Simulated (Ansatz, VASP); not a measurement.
# C: VASP beside Ansatz

Contents of INCAR:

```
ALGO     = Normal         # electronic algorithm
EDIFF    = 1E-7           # SCF threshold, eV
ENCUT    = 520            # plane-wave cutoff, eV
GGA      = PS             # functional
ISIF     = 2              # what is computed and relaxed
ISMEAR   = -1             # smearing method
LASPH    = True           # aspherical terms in the spheres
LCHARG   = True           # write CHGCAR
LELF     = True           # ELF
LREAL    = False          # projectors in reciprocal space
LVHAR    = True         
LWAVE    = False          # write WAVECAR
NBANDS   = 11             # bands
NELM     = 60             # most SCF steps
PREC     = Accurate       # precision mode
SIGMA    = 0.05           # smearing width, eV
```

Contents of KPOINTS:

```
k-points
0
Gamma
  18 18 18
```

Contents of POSCAR:

```
C
1.0
    0.0000000000      2.1482700000      3.3480000000
    1.2402800000      0.0000000000      3.3480000000
    1.2402800000      2.1482700000      0.0000000000
C
2
Direct
    0.1666700000      0.8333300000      0.1666700000
    0.8333300000      0.1666700000      0.8333300000
```

Input for Ansatz:

```yaml
crystal:
  lattice:
    - [0.0, 2.14827, 3.348]
    - [1.24028, 0.0, 3.348]
    - [1.24028, 2.14827, 0.0]
  atoms:
    - { symbol: C, position: [0.16667, 0.83333, 0.16667] }
    - { symbol: C, position: [0.83333, 0.16667, 0.83333] }
kpoints:
  mp_grid: { grid: [18, 18, 18] }
  band_path:
    path:
      - [0.0, 0.0, 0.0]
      - [0.5, 0.0, 0.5]
      - [1.0, 0.5, 0.5]
      - [0.5, 0.5, 0.0]
      - [0.0, 0.0, 0.0]
      - [0.0, 0.367639115, 0.367639115]
      - [1.0, 0.632360885, 0.632360885]
      - [1.0, 0.5, 0.5]
      - [0.5, 0.0, 0.5]
    npoints: 5
scf:
  occupations: { method: fermi_dirac, width: 0.05 }
hamiltonian:
  xc: pbesol
  pseudopotentials: { kind: all_electron, lapw: { basis_error: 0.00025 } }
output:
  forces: true
  stress: true
  eigenvalues: true
```

Change from the starting cell: equal xx and yy strain of +1 %.

Alike in both runs: task single point; functional PBEsol; k mesh 18 × 18 × 18; occupations fermi-dirac, width 0.05 eV; no spin polarisation.

```csv
,VASP,Ansatz
version,VASP 6.6.1,Ansatz 0.2.0
potentials or method,"VASP PAW PBE potentials, release 64 (C), cutoff 520 eV","all-electron LAPW, scalar-relativistic"
```

|  | VASP | Ansatz | Ansatz less VASP |
| --- | --- | --- | --- |
| pressure (GPa) | -6.0 | -6.7 | -0.70 |
| traceless stress, the component that is largest in VASP (GPa) | 7.75 | 8.52 | +0.767 |

VASP's potentials were made for PBE, not for PBEsol. Ansatz ran all-electron here, and VASP with PAW potentials.
